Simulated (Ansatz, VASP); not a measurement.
**One calculation of WS2, two programs**

The input INCAR:

```
SYSTEM = WS2
PREC = Accurate ; ENCUT = 520
EDIFF = 1E-6 ; ISMEAR = 0
SIGMA = 0.05 ; LREAL = .FALSE.
LASPH = .TRUE. ; NELM = 80
ALGO = Normal ; ISIF = 2
LWAVE = .FALSE. ; LCHARG = .TRUE.
GGA = PS ; IVDW = 12
LELF = .TRUE. ; LVHAR = .TRUE.
NBANDS = 20
```

KPOINTS

```
regular mesh
0
G
  12 12 2
  0 0 0
```

POSCAR

```
WS2
1.0
    3.1239380587      0.0000000000      0.0000000000
   -1.5619690294      2.7054097187      0.0000000000
    0.0000000000      0.0000000000     16.9375357456
W S
1 2
Direct
    0.3333333333      0.6666666667      0.0000000000
    0.6472040529      0.3333333333      0.9071511715
    0.6861292805      0.3333333333      0.0928488285
```

Input for Ansatz:

```yaml
crystal:
  lattice:
    - [3.1239380587, 0.0, 0.0]
    - [-1.5619690294, 2.7054097187, 0.0]
    - [0.0, 0.0, 16.9375357456]
  atoms:
    - { symbol: W, position: [0.3333333333, 0.6666666667, 0.0] }
    - { symbol: S, position: [0.6472040529, 0.3333333333, 0.9071511715] }
    - { symbol: S, position: [0.6861292805, 0.3333333333, 0.0928488285] }
basis:
  ecutwfc: 420
kpoints:
  mp_grid: { grid: [12, 12, 2] }
hamiltonian:
  xc: pbesol
  pseudopotentials: { kind: paw, azcp: { folder: soft_1 } }
  dispersion: d3bj
scf:
  occupations: { method: gaussian, width: 0.05 }
output:
  forces: true
  stress: true
  eigenvalues: true
  write_density: true
  write_potential: true
  elf: true
  volumetric_format: npy
```

Change from the starting cell: mode 4 frozen in at -0.061 Å and mode 9 at +0.000 Å (largest displacements).

Alike in both runs: task single point; functional PBEsol; dispersion D3(BJ); k mesh 12 × 12 × 2; occupations gaussian, width 0.05 eV; no spin polarisation.

```csv
,VASP,Ansatz
version,VASP 6.6.1,Ansatz 0.2.0
potentials or method,"VASP PAW PBE potentials, release 64 (W_sv, S), cutoff 520 eV","scalar-relativistic, plane waves, PAW"
valence electrons in the cell,26,26
```

VASP gave:

| Item | Value |
| --- | --- |
| gap on the k mesh at the Fermi level (eV) | 1.97 |
| least direct gap on the mesh (eV) | 2.03 |
| rms of the force components (eV/Å) | 0.303 |

Task: What did Ansatz give for the same quantities?

Result: gap on the k mesh at the Fermi level (eV): 1.97; least direct gap on the mesh (eV): 2.03; rms of the force components (eV/Å): 0.302.

VASP's potentials were made for PBE, not for PBEsol, and Ansatz warns of the same on its side. Atom by atom the forces differ by 0.010 eV/Å (rms over components). Ansatz's warnings: xc potential rough in thin density.

Neither program's run includes spin-orbit coupling.
